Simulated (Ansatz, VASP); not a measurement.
Si2Mo: VASP beside Ansatz

```
CELL_PARAMETERS angstrom
4.58402 0.00000 0.00000
-2.29201 3.96988 0.00000
0.00000 0.00000 6.57707
ATOMIC_POSITIONS crystal
Si 0.16386 0.83614 0.83333
Si 0.32773 0.16386 0.16667
Si 0.83614 0.67227 0.50000
Si 0.83614 0.16386 0.83333
Si 0.67227 0.83614 0.16667
Si 0.16386 0.32773 0.50000
Mo 0.50000 0.00000 0.50000
Mo 0.00000 0.50000 0.16667
Mo 0.50000 0.50000 0.83333
```

Alike in both runs: task single point; functional r2SCAN; k mesh 6 × 6 × 4; occupations fermi-dirac, width 0.02 eV; no spin polarisation.

```csv
,VASP,Ansatz
version,VASP 6.6.1,Ansatz 0.2.0
potentials or method,"VASP PAW PBE potentials, release 64 (Si, Mo_sv)","plane waves, PAW"
plane-wave cutoff (eV),520,500
valence electrons in the cell,66,66
```

Ansatz gave:

```
pressure (GPa)                     : 0.0
rms of the force components (eV/Å) : 0.001
```

Problem. Estimate VASP's values.

Solution. Pressure (GPa): 0.4; rms of the force components (eV/Å): 0.004.

VASP's potentials were made for PBE, not for r2SCAN. Atom by atom the forces differ by 0.003 eV/Å (rms over components). The functional is the same, so the differences come from potentials, cutoffs and numerics.
